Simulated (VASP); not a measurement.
# InGaTe3 (Pm-3m) in VASP: a series of runs

Runs on InGaTe3. Level: PBE. Tasks: relaxation of cell and atoms, single point.

Program: VASP 6.6.1. These are calculated values, not measurements. Logs are shortened: lines on timing, memory, paths and dates and some standing lists are left out, and cuts for length are marked.

## 1. The cell of the first run

Symmetry: Pm-3m, No. 221, cubic system. The conventional cell has a = 5.208 Å, b = 5.208 Å, c = 5.208 Å, α = 90.00°, β = 90.00°, γ = 90.00°. In (site symmetry m-3m) has 6 Te at 2.60 Å within 3.4 Å. Within 4.8 Å of Ga (site symmetry m-3m) lie 12 Te at 3.68 Å and 8 In at 4.51 Å. Within 3.4 Å of Te (site symmetry 4/mmm) lie 2 In at 2.60 Å.

The cell was built from a structure type or drawn by symmetry, and may not be a known phase.

## 2. Relaxation of cell and atoms, PBE

Input file INCAR:

```
PREC     = Accurate       # precision mode
ENCUT    = 600            # plane-wave cutoff, eV
EDIFF    = 1E-7           # SCF threshold, eV
ISMEAR   = 0              # smearing method
SIGMA    = 0.1            # smearing width, eV
LREAL    = False          # projectors in reciprocal space
LASPH    = True           # aspherical terms in the spheres
NELM     = 100            # most SCF steps
ALGO     = Normal         # electronic algorithm
ISIF     = 3              # what is computed and relaxed
LWAVE    = False          # write WAVECAR
LCHARG   = False          # write CHGCAR
GGA      = PE             # functional
IBRION   = 2              # ionic algorithm
NSW      = 90             # ionic steps
EDIFFG   = -0.04          # ionic threshold
```

Input file KPOINTS:

```
regular mesh
0
Gamma
  4 4 4
```

Input file POSCAR:

```
InGaTe3
1.0
    5.2075537800      0.0000000000      0.0000000000
    0.0000000000      5.2075537800      0.0000000000
    0.0000000000      0.0000000000      5.2075537800
In Ga Te
1 1 3
Direct
    0.0000000000      0.0000000000      0.0000000000
    0.5000000000      0.5000000000      0.5000000000
    0.5000000000      0.0000000000      0.0000000000
    0.0000000000      0.5000000000      0.0000000000
    0.0000000000      0.0000000000      0.5000000000
```

Potentials or basis: VASP PAW PBE potentials, release 64 (In_d, Ga_d, Te).

Launch:

```sh
$ cat potpaw_PBE.64/In_d/POTCAR potpaw_PBE.64/Ga_d/POTCAR potpaw_PBE.64/Te/POTCAR > POTCAR
$ mpirun -np 1 vasp_std > vasp.out
```

OUTCAR:

```text
PREC = Accurate
   ENCUT = 600
   EDIFF = 1E-7
   ISMEAR = 0
   LREAL = False
   LASPH = True
   NELM = 100
   ISIF = 3
   GGA = PE
   IBRION = 2
   NSW = 90
   EDIFFG = -0.04

 ion  position               nearest neighbor table
   1  0.000  0.000  0.000-   3 2.60   4 2.60   5 2.60   5 2.60   4 2.60   3 2.60
   2  0.500  0.500  0.500-
   3  0.500  0.000  0.000-   1 2.60   1 2.60   5 3.68   5 3.68   4 3.68   4 3.68   4 3.68   5 3.68
                             5 3.68   4 3.68
   4  0.000  0.500  0.000-   1 2.60   1 2.60   5 3.68   5 3.68   3 3.68   3 3.68   5 3.68   5 3.68
                             3 3.68   3 3.68
   5  0.000  0.000  0.500-   1 2.60   1 2.60   4 3.68   3 3.68   3 3.68   4 3.68   4 3.68   4 3.68
                             3 3.68   3 3.68

  LATTYP: Found a simple cubic cell.
 ALAT       =     5.2075537800

  Lattice vectors:

 A1 = (   5.2075537800,   0.0000000000,   0.0000000000)
 A2 = (   0.0000000000,   5.2075537800,   0.0000000000)
 A3 = (   0.0000000000,   0.0000000000,   5.2075537800)

Analysis of symmetry for initial positions (statically):
=====================================================================
 Subroutine PRICEL returns:
 Original cell was already a primitive cell.

 Routine SETGRP: Setting up the symmetry group for a
 simple cubic supercell.

 Subroutine GETGRP returns: Found 48 space group operations
 (whereof 48 operations were pure point group operations)
 out of a pool of 48 trial point group operations.

The static configuration has the point symmetry O_h .

Analysis of symmetry for dynamics (positions and initial velocities):
=====================================================================
 Subroutine PRICEL returns:
 Original cell was already a primitive cell.

 Routine SETGRP: Setting up the symmetry group for a
 simple cubic supercell.

 Subroutine GETGRP returns: Found 48 space group operations
 (whereof 48 operations were pure point group operations)
 out of a pool of 48 trial point group operations.

The dynamic configuration has the point symmetry O_h .

 Subroutine INISYM returns: Found 48 space group operations
 (whereof 48 operations are pure point group operations),
 and found     1 'primitive' translations

----------------------------------------------------------------------------------------

                                     Primitive cell

  volume of cell :     141.2217

  direct lattice vectors                    reciprocal lattice vectors
     5.207553780  0.000000000  0.000000000     0.192028742  0.000000000  0.000000000
     0.000000000  5.207553780  0.000000000     0.000000000  0.192028742  0.000000000
     0.000000000  0.000000000  5.207553780     0.000000000  0.000000000  0.192028742

  length of vectors
     5.207553780  5.207553780  5.207553780     0.192028742  0.192028742  0.192028742

  position of ions in fractional coordinates (direct lattice)
     0.000000000  0.000000000  0.000000000
     0.500000000  0.500000000  0.500000000
     0.500000000  0.000000000  0.000000000
     0.000000000  0.500000000  0.000000000
     0.000000000  0.000000000  0.500000000

  ion indices of the primitive-cell ions
   primitive index   ion index
                 1           1
                 2           2
                 3           3
                 4           4
                 5           5

----------------------------------------------------------------------------------------

 KPOINTS: regular mesh

Automatic generation of k-mesh.
 Grid dimensions read from file:
 generate k-points for:    4    4    4

 Generating k-lattice:

  Cartesian coordinates                     Fractional coordinates (reciprocal lattice)
     0.048007185  0.000000000  0.000000000     0.250000000  0.000000000  0.000000000
     0.000000000  0.048007185  0.000000000     0.000000000  0.250000000  0.000000000
     0.000000000  0.000000000  0.048007185     0.000000000  0.000000000  0.250000000

  Length of vectors
     0.048007185  0.048007185  0.048007185

  Shift w.r.t. Gamma in fractional coordinates (k-lattice)
     0.000000000  0.000000000  0.000000000

 Subroutine IBZKPT returns following result:
 ===========================================

 Found     10 irreducible k-points:

 Following reciprocal coordinates:
            Coordinates               Weight
  0.000000  0.000000  0.000000      1.000000
  0.250000  0.000000  0.000000      6.000000
  0.500000  0.000000  0.000000      3.000000
  0.250000  0.250000  0.000000     12.000000
  0.500000  0.250000  0.000000     12.000000
  0.500000  0.500000  0.000000      3.000000
  0.250000  0.250000  0.250000      8.000000
  0.500000  0.250000  0.250000     12.000000
  0.500000  0.500000  0.250000      6.000000
  0.500000  0.500000  0.500000      1.000000
   k-points           NKPTS =     10   k-points in BZ     NKDIM =     10   number of bands    NBANDS=     26
   number of dos      NEDOS =    301   number of ions     NIONS =      5
[... 42 lines left out ...]
   LHFCALC =     F    Hartree Fock is set to
   AEXX    =    0.0000 exact exchange contribution
   IVDW    =     0    specifies the selected vdW correction
   LEPSILON=     F    determine dielectric tensor
   LRPA    =     F    only Hartree local field effects (RPA)
 conjugate gradient relaxation of ions
 non-spin polarized calculation
 Gauss-broadening in eV      SIGMA  =   0.10
  energy-cutoff  :      600.00
  volume of cell :      141.22
 maximum number of plane-waves:      4737
 NGX is ok and might be reduce to    42
   NGX = 21   NGY = 21   NGZ = 21

--------------------------------------- Ionic step        1  -------------------------------------------

 number of electron      43.9999988 magnetization

 Free energy of the ion-electron system (eV)
  ---------------------------------------------------
  ext. energy  EPLUGINS =         0.00000000
  ---------------------------------------------------
  free energy    TOTEN  =       -11.48245193 eV

  energy without entropy =      -11.43956510  energy(sigma->0) =      -11.46100851

 E-fermi :   6.2291     XC(G=0):  -9.6517

 val. band max:        6.1963412317   @ k =   0.2500   0.2500   0.2500
 cond. band min:       6.2407976551   @ k =   0.2500   0.2500   0.2500
 fundamental gap:      0.0444564234
 Fermi energy:         6.2290559085

 k-point     1 :       0.0000    0.0000    0.0000
  band No.  band energies     occupation
      1      -9.5358      2.00000
      2      -9.5358      2.00000
      3      -9.0392      2.00000
      4      -9.0392      2.00000
      5      -9.0392      2.00000
      6      -8.5258      2.00000
[... 18 lines left out ...]
     25      10.3547      0.00000
     26      10.3547      0.00000

 k-point     2 :       0.2500    0.0000    0.0000
  band No.  band energies     occupation
      1      -9.5351      2.00000
      2      -9.4956      2.00000
      3      -9.0463      2.00000
      4      -9.0463      2.00000
      5      -9.0391      2.00000
      6      -8.5258      2.00000
[... 350 lines left out ...]
 POSITION                                       TOTAL-FORCE (eV/Angst)
 -----------------------------------------------------------------------------------
      0.00000      0.00000      0.00000        -0.000000     -0.000000      0.000000
      2.86019      2.86019      2.86019         0.000000      0.000000      0.000000
      2.86019      0.00000      0.00000        -0.000000     -0.000000      0.000000
      0.00000      2.86019      0.00000        -0.000000     -0.000000      0.000000
      0.00000      0.00000      2.86019        -0.000000     -0.000000      0.000000
 -----------------------------------------------------------------------------------
    total drift:                                0.000000      0.000000     -0.000000

  FREE ENERGIE OF THE ION-ELECTRON SYSTEM (eV)
  ---------------------------------------------------
  free  energy   TOTEN  =       -13.2305909601 eV

  energy  without entropy=      -13.1661132357  energy(sigma->0) =      -13.19835210

--------------------------------------- Ionic step        4  -------------------------------------------

 number of electron      44.0000012 magnetization

 Free energy of the ion-electron system (eV)
  ---------------------------------------------------
  ext. energy  EPLUGINS =         0.00000000
  ---------------------------------------------------
  free energy    TOTEN  =       -13.23211009 eV

  energy without entropy =      -13.16785553  energy(sigma->0) =      -13.19998281

 E-fermi :   3.2528     XC(G=0):  -8.3664

 val. band max:        3.2254327571   @ k =   0.5000   0.5000   0.5000
 cond. band min:       3.2600343744   @ k =   0.2500   0.2500   0.2500
 fundamental gap:      0.0346016173
 Fermi energy:         3.2528090929

 k-point     1 :       0.0000    0.0000    0.0000
  band No.  band energies     occupation
      1     -11.8267      2.00000
      2     -11.8267      2.00000
      3     -11.8263      2.00000
      4     -11.8263      2.00000
      5     -11.8263      2.00000
      6     -11.4128      2.00000
[... 18 lines left out ...]
     25       6.5372      0.00000
     26       6.5372      0.00000

 k-point     2 :       0.2500    0.0000    0.0000
  band No.  band energies     occupation
      1     -11.8267      2.00000
      2     -11.8266      2.00000
      3     -11.8264      2.00000
      4     -11.8264      2.00000
      5     -11.8263      2.00000
      6     -11.4128      2.00000
[... 263 lines left out ...]
 VOLUME and BASIS-vectors are now :
 -----------------------------------------------------------------------------
  energy-cutoff  :      600.00
  volume of cell :      189.28
      direct lattice vectors                 reciprocal lattice vectors
     5.741617247  0.000000000  0.000000000     0.174166956 -0.000000000 -0.000000000
     0.000000000  5.741617247  0.000000000    -0.000000000  0.174166956 -0.000000000
     0.000000000  0.000000000  5.741617247    -0.000000000 -0.000000000  0.174166956

 POSITION                                       TOTAL-FORCE (eV/Angst)
 -----------------------------------------------------------------------------------
      0.00000      0.00000      0.00000        -0.000000     -0.000000      0.000000
      2.87081      2.87081      2.87081         0.000000      0.000000      0.000000
      2.87081      0.00000      0.00000        -0.000000     -0.000000      0.000000
      0.00000      2.87081      0.00000        -0.000000     -0.000000      0.000000
      0.00000      0.00000      2.87081        -0.000000     -0.000000      0.000000
 -----------------------------------------------------------------------------------
    total drift:                                0.000000      0.000000     -0.000000

  FREE ENERGIE OF THE ION-ELECTRON SYSTEM (eV)
  ---------------------------------------------------
  free  energy   TOTEN  =       -13.2321100858 eV

  energy  without entropy=      -13.1678555264  energy(sigma->0) =      -13.19998281

 reached required accuracy - stopping structural energy minimisation
```

Wall time 4.6 min (1 thread of Intel Xeon 8259CL, shared host); peak memory 0.3 GiB.

Results:

```
Free energy                           : -13.2321 eV
Relaxed volume                        : 37.86 Å³/atom
Relaxed cell                          : a = 5.742 Å, b = 5.742 Å, c = 5.742 Å, α = 90.00°, β = 90.00°, γ = 90.00°
Space group after relaxing (to 0.1 Å) : Pm-3m (No. 221)
Energy gained by relaxing             : 349.9 meV/atom
Ionic steps                           : 4
Pressure after relaxing               : 0.0 GPa
Band gap on the k mesh                : zero (bands 22 and 23 overlap by 1.12 eV)
```

The path:
| step | energy change (eV) | largest force (eV/Å) | pressure (GPa) | volume (Å³) |
| --- | --- | --- | --- | --- |
| 1 | 0.0000 | 0.0000 | 15.67 | 141.22 |
| 2 | -1.6469 | 0.0000 | -1.85 | 205.53 |
| 3 | -1.7481 | 0.0000 | 0.27 | 187.19 |
| 4 | -1.7497 | 0.0000 | -0.03 | 189.28 |

Final structure:
```yaml
crystal:
  lattice:
    - [5.74162, 0.00000, 0.00000]
    - [0.00000, 5.74162, 0.00000]
    - [0.00000, 0.00000, 5.74162]
  atoms:
    - { symbol: In, position: [0.00000, 0.00000, 0.00000] }
    - { symbol: Ga, position: [0.50000, 0.50000, 0.50000] }
    - { symbol: Te, position: [0.50000, 0.00000, 0.00000] }
    - { symbol: Te, position: [0.00000, 0.50000, 0.00000] }
    - { symbol: Te, position: [0.00000, 0.00000, 0.50000] }
```

Caveat: the volume moved by over 15 % at a fixed basis, so the end points are rough; spin-orbit coupling is left out, which moves the levels of the heavy elements.

## 3. Single point, PBE

This run uses another cell than the first one, of 37.71 Å³/atom.

Input file INCAR:

```
SYSTEM = InGaTe3
PREC = Accurate
ENCUT = 520
EDIFF = 1E-6
ISMEAR = 0
SIGMA = 0.1
LREAL = .FALSE.
LASPH = .TRUE.
NELM = 80
ALGO = Normal
ISIF = 2
LWAVE = .FALSE.
LCHARG = .TRUE.
GGA = PE
LELF = .TRUE.
LVHAR = .TRUE.
NBANDS = 30
```

Input file KPOINTS:

```
regular mesh
0
G
  8 8 8
  0 0 0
```

POSCAR: that of step 2 with these lines changed.

```diff
@@ -2,5 +2,5 @@
 1.0
-    5.2075537800      0.0000000000      0.0000000000
-    0.0000000000      5.2075537800      0.0000000000
-    0.0000000000      0.0000000000      5.2075537800
+    5.7342232372      0.0000000000      0.0000000000
+    0.0000000000      5.7342232372      0.0000000000
+    0.0000000000      0.0000000000      5.7342232372
 In Ga Te
```

Potentials or basis: VASP PAW PBE potentials, release 64 (In_d, Ga_d, Te).

Launch:

```sh
$ cat potpaw_PBE.64/In_d/POTCAR potpaw_PBE.64/Ga_d/POTCAR potpaw_PBE.64/Te/POTCAR > POTCAR
$ mpirun -np 1 vasp_std > vasp.out
```

Run time: 4.8 min. Hardware: 1 thread of Intel Xeon 8259CL, shared host; peak memory 0.45 GiB.

Results (log left out):

| Quantity | Value |
| --- | --- |
| Free energy | -13.3184 eV |
| Pressure | -0.1 GPa |
| Band gap on the k mesh | zero (bands 22 and 23 overlap by 1.13 eV) |

Levels at points of the mesh, in eV from the Fermi level:
| k point | band 18 | band 19 | band 20 | band 21 | band 22 | band 23 | band 24 | band 25 | band 26 | band 27 |
| --- | --- | --- | --- | --- | --- | --- | --- | --- | --- | --- |
| (0.00, 0.00, 0.00) | -2.12 | -0.46 | -0.46 | -0.46 | -0.42 | -0.42 | -0.42 | 3.34 | 3.34 | 3.34 |
| (0.50, 0.00, 0.00) | -1.24 | -1.24 | -0.97 | -0.84 | -0.28 | -0.28 | 1.32 | 2.56 | 2.72 | 2.72 |
| (0.50, 0.50, 0.00) | -1.48 | -1.48 | -1.03 | -1.03 | 0.01 | 0.68 | 1.84 | 2.61 | 2.61 | 3.39 |
| (0.50, 0.50, 0.50) | -2.65 | 0.03 | 0.03 | 0.71 | 0.71 | 0.71 | 3.04 | 3.04 | 3.04 | 3.44 |

Caveat: spin-orbit coupling is left out, which moves the levels of the heavy elements.

## 4. Relaxation of cell and atoms, PBE

This run uses another cell than the first one, of 37.85 Å³/atom.

Input file INCAR:

```
SYSTEM = InGaTe3
  ALGO = Normal
  EDIFF = 1E-6
  EDIFFG = -0.01
  ENCUT = 600
  GGA = PE
  IBRION = 2
  ISIF = 3
  ISMEAR = 0
  LASPH = .TRUE.
  LCHARG = .FALSE.
  LREAL = .FALSE.
  LWAVE = .FALSE.
  NELM = 80
  NSW = 100
  PREC = Accurate
  SIGMA = 0.1
```

Input file KPOINTS:

```
k-points
0
G
  8 8 8
  0 0 0
```

POSCAR: that of step 3 with these lines changed.

```diff
@@ -2,5 +2,5 @@
 1.0
-    5.7342232372      0.0000000000      0.0000000000
-    0.0000000000      5.7342232372      0.0000000000
-    0.0000000000      0.0000000000      5.7342232372
+    5.7415528195      0.0000000000      0.0000000000
+    0.0000000000      5.7415528195      0.0000000000
+    0.0000000000      0.0000000000      5.7415528195
 In Ga Te
```

Launch:

```sh
$ cat potpaw_PBE.64/In_d/POTCAR potpaw_PBE.64/Ga_d/POTCAR potpaw_PBE.64/Te/POTCAR > POTCAR
$ mpirun -np 1 vasp_std > vasp.out
```

Wall time 7.8 min (1 thread of Intel Xeon 8259CL, shared host); peak memory 0.51 GiB.

It converged, with:

```yaml
Free_energy: -13.3184 eV
Relaxed_volume: 37.63 Å³/atom
Relaxed_cell: a = 5.730 Å, b = 5.730 Å, c = 5.730 Å, α = 90.00°, β = 90.00°, γ = 90.00°
Space_group_after_relaxing_to_0.1_Å: Pm-3m (No. 221)
Energy_gained_by_relaxing: 0.1 meV/atom
Ionic_steps: 2
Pressure_after_relaxing: 0.0 GPa
Band_gap_on_the_k_mesh: zero (bands 22 and 23 overlap by 1.13 eV)
```

The path:
```
step  energy change (eV)  largest force (eV/Å)  pressure (GPa)  volume (Å³)
   1              0.0000                0.0000           -0.17       189.27
   2             -0.0006                0.0000           -0.01       188.17
```

Final structure:
```xyz
5
Lattice="5.7304 0.0000 0.0000 0.0000 5.7304 0.0000 0.0000 0.0000 5.7304" Properties=species:S:1:pos:R:3 pbc="T T T"
In    0.0000    0.0000    0.0000
Ga    2.8652    2.8652    2.8652
Te    2.8652    0.0000    0.0000
Te    0.0000    2.8652    0.0000
Te    0.0000    0.0000    2.8652
```

Levels at points of the mesh, in eV from the Fermi level:
| k point | band 18 | band 19 | band 20 | band 21 | band 22 | band 23 | band 24 | band 25 | band 26 |
| --- | --- | --- | --- | --- | --- | --- | --- | --- | --- |
| (0.00, 0.00, 0.00) | -2.12 | -0.46 | -0.46 | -0.46 | -0.42 | -0.42 | -0.42 | 3.34 | 3.34 |
| (0.50, 0.00, 0.00) | -1.24 | -1.24 | -0.97 | -0.84 | -0.28 | -0.28 | 1.32 | 2.56 | 2.72 |
| (0.50, 0.50, 0.00) | -1.48 | -1.48 | -1.03 | -1.03 | 0.01 | 0.68 | 1.84 | 2.61 | 2.61 |
| (0.50, 0.50, 0.50) | -2.66 | 0.04 | 0.04 | 0.71 | 0.71 | 0.71 | 3.04 | 3.04 | 3.04 |

Caveat: spin-orbit coupling is left out, which moves the levels of the heavy elements.

## 5. The runs side by side

```csv
task,cell,k mesh,cutoff (eV),gap on the mesh (eV),pressure (GPa),relaxed volume (Å³/atom)
relaxation of cell and atoms,"relaxed from a = 5.208 Å, 5 atoms",4 × 4 × 4,600,none,0.0,37.86
single point,"a = 5.734 Å, 5 atoms",8 × 8 × 8,520,none,-0.1,-
relaxation of cell and atoms,"relaxed from a = 5.742 Å, 5 atoms",8 × 8 × 8,600,none,0.0,37.63
```

Alike in all rows: level PBE; potentials or basis VASP PAW PBE potentials, release 64 (In_d, Ga_d, Te); no spin polarisation; smearing gaussian 0.1 eV.

Caveats: spin-orbit coupling is left out, which moves the levels of the heavy elements; the volume moved by over 15 % at a fixed basis, so the end points are rough (at least some runs).

Absolute energies hang on the potentials; compare differences alone.
